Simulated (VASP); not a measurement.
Input of a VASP 6.6.1 run:

File INCAR:

```
SYSTEM = Rh
PREC = Accurate ; ENCUT = 520
EDIFF = 1E-8 ; ISMEAR = -1
SIGMA = 0.1 ; LREAL = .FALSE.
LASPH = .TRUE. ; NELM = 80
ALGO = Normal ; ISIF = 2
LWAVE = .FALSE. ; LCHARG = .FALSE.
GGA = CA ; NBANDS = 22
IBRION = 8 ; NSW = 1
```

Contents of KPOINTS:

```
regular mesh
0
G
  14 14 8
  0 0 0
```

POSCAR

```
Rh
1.0
    2.7309790000      0.0000000000      0.0000000000
   -1.3654900000      2.3650970000      0.0000000000
    0.0000000000      0.0000000000      4.4284890000
Rh
2
Direct
    0.6666666667      0.3333333333      0.7500000000
    0.3333333333      0.6666666667      0.2500000000
```

Potentials or basis: VASP PAW LDA potentials, release 64 (Rh_pv).

Launch:

```bash
$ cat potpaw_LDA.64/Rh_pv/POTCAR > POTCAR
$ mpirun -np 1 vasp_std > vasp.out
```

Problem. Predict the highest phonon frequency at Γ.

Solution. 207 cm⁻¹.

Phonon frequencies in cm⁻¹ (negative: imaginary):
```csv
q point,frequencies
"(0.000, 0.000, 0.000)",0 0 0 136 136 207
```

Caveat: the cell wasn't relaxed at this level first, which shifts response properties.
